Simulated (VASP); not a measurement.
Wanted: the native input for a VASP 6.6.1 run.

```
Task                   : single point
Functional             : PBEsol
Potentials or basis    : VASP PAW PBE potentials, release 64 (H, F, Li_sv)
Cutoff                 : 520 eV
k mesh                 : 1 × 1 × 1, shifted
Occupations            : methfessel-paxton, width 0.05 eV
Spin                   : no spin polarisation
Dipole correction      : no
Further INCAR settings : LREAL = Auto; ALGO = Normal; EDIFF = 1e-07; NBANDS = 108; ISYM = 0
```

The structure of Li27H20F7 lies in POSCAR:

```
Li27H20F7
1.0
    0.0000000000      5.9803110000      5.9803110000
    5.9803110000      0.0000000000      5.9803110000
    5.9803110000      5.9803110000      0.0000000000
H F Li
20 7 27
Direct
    0.4939070000      0.1687640000      0.1748130000
    0.1719730000      0.5015560000      0.4999030000
    0.5084210000      0.8315010000      0.1601080000
    0.5090930000      0.1639600000      0.8332020000
    0.8385410000      0.4955880000      0.4914420000
    0.1681000000      0.5045570000      0.1673560000
    0.5072810000      0.1700030000      0.4898210000
    0.8275590000      0.4893630000      0.1772430000
    0.1669210000      0.4996100000      0.8354760000
    0.8232260000      0.5082010000      0.8409830000
    0.4990660000      0.4990420000      0.1689440000
    0.1650780000      0.8372050000      0.4942430000
    0.4923780000      0.5089100000      0.8416470000
    0.1706850000      0.1644780000      0.1602440000
    0.8302800000      0.1692480000      0.1718640000
    0.1663400000      0.8359240000      0.1729700000
    0.1576300000      0.1623260000      0.8333870000
    0.8314950000      0.8434230000      0.1659800000
    0.8353870000      0.1691160000      0.8354960000
    0.8308150000      0.8357340000      0.8342660000
    0.4908330000      0.8377970000      0.8317220000
    0.4975970000      0.8386590000      0.4976420000
    0.1645340000      0.1679650000      0.4898020000
    0.8365150000      0.1568810000      0.5018730000
    0.8263110000      0.8348730000      0.4935500000
    0.5012950000      0.5088840000      0.4945530000
    0.1615240000      0.8315470000      0.8391910000
    0.9947280000      0.9970210000      0.0069340000
    0.6628130000      0.9969050000      0.0020890000
    0.0044710000      0.6670030000      0.9929280000
    0.9942500000      0.0110540000      0.6686380000
    0.3295640000      0.3399910000      0.3239430000
    0.6635160000      0.6676750000      0.0062530000
    0.6753270000      0.0030660000      0.6618430000
    0.9906680000      0.6754070000      0.6604440000
    0.6535450000      0.6724250000      0.6708440000
    0.0115990000      0.9945330000      0.3355700000
    0.3214630000      0.3471880000      0.0135150000
    0.6654950000      0.9961460000      0.3354970000
    0.9929670000      0.6744270000      0.3336270000
    0.3393010000      0.3218650000      0.6676980000
    0.6646840000      0.6739340000      0.3337250000
    0.9972270000      0.3336750000      0.9969970000
    0.3356760000      0.9954520000      0.3338020000
    0.6670570000      0.3369640000      0.0033810000
    0.9980820000      0.3302420000      0.6723920000
    0.3327410000      0.6654930000      0.3369790000
    0.6700940000      0.3261570000      0.6634840000
    0.3456540000      0.9843850000      0.9991020000
    0.0018640000      0.3352620000      0.3380150000
    0.3386950000      0.6648080000      0.0006140000
    0.3304660000      0.0018950000      0.6699490000
    0.6620620000      0.3407230000      0.3320890000
    0.3398150000      0.6768890000      0.6662930000
```

The input as run:

INCAR

```
SYSTEM = Li27H20F7
PREC = Accurate ; ENCUT = 520
EDIFF = 1E-7 ; ISMEAR = 1
SIGMA = 0.05 ; LREAL = Auto
LASPH = .TRUE. ; NELM = 80
ALGO = Normal ; ISIF = 2
LWAVE = .FALSE. ; LCHARG = .FALSE.
GGA = PS ; NBANDS = 108
ISYM = 0
```

KPOINTS

```
Automatic mesh
0
Gamma
  1 1 1
  0.25 0.25 0.25
```

Potentials or basis: VASP PAW PBE potentials, release 64 (H, F, Li_sv).

The run is started by

```sh
$ cat potpaw_PBE.64/H/POTCAR potpaw_PBE.64/F/POTCAR potpaw_PBE.64/Li_sv/POTCAR > POTCAR
$ mpirun -np 1 vasp_std > vasp.out
```

Results of the run:

| Quantity | Value |
| --- | --- |
| Largest force | 0.594 eV/Å |
| Band gap on the k mesh | 4.85 eV, indirect (least direct gap 4.91 eV) |

Caveat: the k points lie up to 0.91 Å⁻¹ apart; the PAW data sets were made with another functional, which shifts forces and pressure a little.

Wall time 9.4 min on 1 thread of Oxide Virtual Turin-like Processor, with other jobs on the host, peak memory 0.55 GiB.
